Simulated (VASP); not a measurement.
# ScB2N3 (P-62m) in VASP: notebook, part 2 of 2

VASP 6.6.1.

### 3 Relaxation of cell and atoms, PBE

INCAR

```
SYSTEM = ScB2N3
ALGO = Normal ; EDIFF = 1E-6
EDIFFG = -0.04 ; ENCUT = 600
GGA = PE ; IBRION = 2
ISIF = 3 ; ISMEAR = 0
LASPH = .TRUE. ; LCHARG = .FALSE.
LREAL = .FALSE. ; LWAVE = .FALSE.
NELM = 60 ; NSW = 90
PREC = Accurate ; SIGMA = 0.1
```

KPOINTS

```
k-points
0
G
  6 6 6
  0 0 0
```

POSCAR

```
ScB2N3
1.0
    4.6314382500      0.0000000000      0.0000000000
   -2.3157191300      4.0109431800      0.0000000000
    0.0000000000      0.0000000000      3.6942599300
Sc B N
1 2 3
Direct
    0.0000000000      0.0000000000      0.5000000000
    0.3333333300      0.6666666700      0.0000000000
    0.6666666700      0.3333333300      0.0000000000
    0.4916178700      0.0000000000      0.0000000000
    0.0000000000      0.4916178700      0.0000000000
    0.5083821300      0.5083821300      0.0000000000
```

Potentials or basis: VASP PAW PBE potentials, release 64 (Sc_sv, B, N).

Launch:

```
> cat potpaw_PBE.64/Sc_sv/POTCAR potpaw_PBE.64/B/POTCAR potpaw_PBE.64/N/POTCAR > POTCAR
> mpirun -np 1 vasp_std > vasp.out
```

OUTCAR:

```text
SYSTEM = ScB2N3
   EDIFF = 1E-6
   EDIFFG = -0.04
   ENCUT = 600
   GGA = PE
   IBRION = 2
   ISIF = 3
   ISMEAR = 0
   LASPH = .TRUE.
   LREAL = .FALSE.
   NELM = 60
   NSW = 90
   PREC = Accurate

 ion  position               nearest neighbor table
   1  0.000  0.000  0.500-
   2  0.333  0.667  0.000-   4 1.34   5 1.34   6 1.34
   3  0.667  0.333  0.000-   5 1.34   4 1.34   6 1.34
   4  0.492  0.000  0.000-   2 1.34   3 1.34
   5  0.000  0.492  0.000-   3 1.34   2 1.34
   6  0.508  0.508  0.000-   2 1.34   3 1.34

  LATTYP: Found a hexagonal cell.
 ALAT       =     4.6314382500
 C/A-ratio  =     0.7976485339

  Lattice vectors:

 A1 = (   4.6314382500,   0.0000000000,   0.0000000000)
 A2 = (  -2.3157191300,   4.0109431800,   0.0000000000)
 A3 = (   0.0000000000,   0.0000000000,   3.6942599300)

Analysis of symmetry for initial positions (statically):
=====================================================================
 Subroutine PRICEL returns:
 Original cell was already a primitive cell.

 Routine SETGRP: Setting up the symmetry group for a
 hexagonal supercell.

 Subroutine GETGRP returns: Found 12 space group operations
 (whereof 12 operations were pure point group operations)
 out of a pool of 24 trial point group operations.

The static configuration has the point symmetry D_3h.

Analysis of symmetry for dynamics (positions and initial velocities):
=====================================================================
 Subroutine PRICEL returns:
 Original cell was already a primitive cell.

 Routine SETGRP: Setting up the symmetry group for a
 hexagonal supercell.

 Subroutine GETGRP returns: Found 12 space group operations
 (whereof 12 operations were pure point group operations)
 out of a pool of 24 trial point group operations.

The dynamic configuration has the point symmetry D_3h.

 Subroutine INISYM returns: Found 12 space group operations
 (whereof 12 operations are pure point group operations),
 and found     1 'primitive' translations

[... 143 lines left out ...]

 number of electron      31.9999997 magnetization

 Free energy of the ion-electron system (eV)
  ---------------------------------------------------
  ext. energy  EPLUGINS =         0.00000000
  ---------------------------------------------------
  free energy    TOTEN  =       -46.00186540 eV

  energy without entropy =      -45.99045339  energy(sigma->0) =      -45.99615940

------------------------ aborting loop because EDIFF is reached ----------------------------------------

  FORCE on cell =-STRESS in cart. coord.  units (eV):
  Direction    XX          YY          ZZ          XY          YZ          ZX
  --------------------------------------------------------------------------------------
  -------------------------------------------------------------------------------------
  Total       17.9872474     17.9872474    -10.6330977     -0.0000000     -0.0000000      0.0000000
  in kB      419.9382683    419.9382682   -248.2450218     -0.0000005     -0.0000000      0.0000000
  external PRESSURE =     197.2105049 kB  Pullay stress =       0.0000000 kB
[... 101 lines left out ...]
  FREE ENERGIE OF THE ION-ELECTRON SYSTEM (eV)
  ---------------------------------------------------
  free  energy   TOTEN  =       -47.3207749771 eV

  energy  without entropy=      -47.3133697139  energy(sigma->0) =      -47.31707235

 E-fermi :   3.6405     XC(G=0):  -9.7622

 val. band max:        3.6227016799   @ k =   0.3333   0.1667   0.0000
 cond. band min:       3.6792779248   @ k =   0.3333   0.3333   0.0000
 fundamental gap:      0.0565762449
 Fermi energy:         3.6405396910

 k-point     1 :       0.0000    0.0000    0.0000
  band No.  band energies     occupation
      1     -47.8820      2.00000
      2     -26.4639      2.00000
      3     -26.4639      2.00000
      4     -26.3215      2.00000
      5     -13.9457      2.00000
      6     -11.0732      2.00000
[... 541 lines left out ...]
     19       4.5869      0.00000
     20       5.0897      0.00000

 [... further k-points ...]

[... ionic steps 4 to 17 ...]

--------------------------------------- Ionic step       18  -------------------------------------------

 number of electron      32.0000000 magnetization

------------------------ aborting loop because EDIFF is reached ----------------------------------------
[... 75 lines left out ...]
--------------------------------------- Ionic step       20  -------------------------------------------

 number of electron      32.0000000 magnetization

 Free energy of the ion-electron system (eV)
  ---------------------------------------------------
  ext. energy  EPLUGINS =         0.00000000
  ---------------------------------------------------
  free energy    TOTEN  =       -52.61570137 eV

  energy without entropy =      -52.61570137  energy(sigma->0) =      -52.61570137

 E-fermi :   5.1058     XC(G=0): -11.1856

 val. band max:        4.5573850659   @ k =   0.3333   0.3333   0.0000
 cond. band min:       6.0065131625   @ k =   0.0000   0.0000   0.5000
 fundamental gap:      1.4491280966
 Fermi energy:         5.1057526104

 k-point     1 :       0.0000    0.0000    0.0000
  band No.  band energies     occupation
      1     -43.8965      2.00000
      2     -22.6454      2.00000
      3     -22.6454      2.00000
      4     -22.1817      2.00000
      5     -12.5273      2.00000
      6      -9.2228      2.00000
[... 576 lines left out ...]
  FREE ENERGIE OF THE ION-ELECTRON SYSTEM (eV)
  ---------------------------------------------------
  free  energy   TOTEN  =       -52.6157013710 eV

  energy  without entropy=      -52.6157013710  energy(sigma->0) =      -52.61570137

 reached required accuracy - stopping structural energy minimisation
```

CONTCAR:

```text
ScB2N3
   1.00000000000000
     4.5614321017359423    0.0000000002291009    0.0000000000000000
    -2.2807160555939880    3.9503160771204837   -0.0000000000000000
     0.0000000000000000   -0.0000000000000000    3.0996668034844368
  Sc              B               N
     1     2     3
Direct
     0.0000000000000000    0.0000000000000000    0.5000000000000000
     0.3333333300000021    0.6666666699999979    1.0000000000000000
     0.6666666699999979    0.3333333300000021    0.0000000000000000
     0.3590454950994614    0.0000000000039984    0.0000000000000000
     0.0000000000023863    0.3590454950962370    0.0000000000000000
     0.6409545048981524    0.6409545048997644    0.0000000000000000

  0.00000000E+00  0.00000000E+00  0.00000000E+00
  0.00000000E+00  0.00000000E+00  0.00000000E+00
  0.00000000E+00  0.00000000E+00  0.00000000E+00
  0.00000000E+00  0.00000000E+00  0.00000000E+00
  0.00000000E+00  0.00000000E+00  0.00000000E+00
  0.00000000E+00  0.00000000E+00  0.00000000E+00
```

It took 15 min on 1 thread of Intel Xeon Platinum 8259CL at 2.50GHz (Skylake/Cascade Lake), shared host; peak memory 0.25 GiB.

What came out:

```
Free energy                            : -52.6157 eV
Relaxed volume                         : 9.31 Å³/atom
Relaxed cell                           : a = 4.561 Å, b = 4.561 Å, c = 3.100 Å, α = 90.00°, β = 90.00°, γ = 120.00°
Space group after relaxing (to 0.05 Å) : P-62m (No. 189)
Energy gained by relaxing              : 1102.3 meV/atom
Ionic steps                            : 20
Pressure after relaxing                : 0.3 GPa
Band gap on the k mesh                 : 1.45 eV, indirect (least direct gap 2.27 eV)
```

Forces in eV/Å, atoms in the order of the input:
```
Sc   0.000  0.000  0.000
B    0.000  0.000  0.000
B    0.000  0.000  0.000
N    0.003  0.000  0.000
N   -0.001  0.002  0.000
N   -0.001 -0.002  0.000
```

Stress tensor (GPa, compression positive):
```
0.28 0.00 0.00
0.00 0.28 0.00
0.00 0.00 0.37
```

Step by step:
| step | energy change (eV) | largest force (eV/Å) | pressure (GPa) | volume (Å³) |
| --- | --- | --- | --- | --- |
| 1 | 0.0000 | 0.8800 | 19.72 | 68.63 |
| 2 | 0.1646 | 0.7121 | -30.97 | 82.22 |
| 3 | -1.3189 | 0.9435 | -11.62 | 75.13 |
| 4 | -1.3216 | 0.9505 | -10.32 | 74.78 |
| 5 | -2.0162 | 1.5432 | -9.15 | 69.02 |
| 6 | -2.0430 | 2.5909 | 8.87 | 52.19 |
| 7 | -2.5728 | 2.2380 | -4.74 | 61.23 |
| 8 | -2.6061 | 2.5024 | -1.42 | 58.09 |
| 9 | -3.1013 | 2.9019 | 4.87 | 55.22 |
| 10 | -3.6740 | 1.9383 | 33.34 | 47.14 |
| 11 | -3.7420 | 2.6680 | 22.09 | 49.53 |
| 12 | -4.3845 | 2.1472 | 19.96 | 49.56 |
| 13 | -5.0775 | 2.1870 | 17.33 | 49.62 |
| 14 | -5.1665 | 0.4661 | 17.04 | 49.61 |
| 15 | -5.9000 | 0.6171 | 11.02 | 51.32 |
| 16 | -6.5372 | 1.0474 | 1.38 | 54.90 |
| 17 | -6.5407 | 1.0981 | 0.67 | 55.23 |
| 18 | -6.5965 | 0.4407 | 2.08 | 55.22 |
| 19 | -6.6064 | 0.0190 | 3.09 | 55.21 |
| 20 | -6.6138 | 0.0028 | 0.31 | 55.85 |

Final structure:
```xyz
6
Lattice="4.5614 0.0000 0.0000 -2.2807 3.9503 0.0000 0.0000 0.0000 3.0997" Properties=species:S:1:pos:R:3 pbc="T T T"
Sc    0.0000    0.0000    1.5498
B     0.0000    2.6335    3.0997
B     2.2807    1.3168    0.0000
N     1.6378    0.0000    0.0000
N    -0.8189    1.4183    0.0000
N     1.4618    2.5320    0.0000
```

Levels at points of the mesh, in eV from the valence-band top:
| k point | band 13 | band 14 | band 15 | band 16 | band 17 | band 18 | band 19 | band 20 |
| --- | --- | --- | --- | --- | --- | --- | --- | --- |
| (0.00, 0.00, 0.00) | -0.67 | -0.67 | -0.47 | -0.47 | 2.82 | 3.75 | 3.75 | 5.31 |
| (0.50, 0.00, 0.00) | -2.03 | -1.69 | -0.60 | -0.33 | 2.91 | 3.51 | 4.08 | 4.64 |
| (0.00, 0.00, 0.50) | -2.20 | -2.07 | -0.82 | -0.82 | 1.45 | 4.43 | 4.43 | 5.07 |
| (0.50, 0.00, 0.50) | -3.05 | -2.20 | -2.19 | -1.60 | 2.68 | 2.99 | 4.89 | 5.08 |

Caveat: the volume moved by over 15 % at a fixed basis, so the end points are rough. A k mesh can miss the band edges.
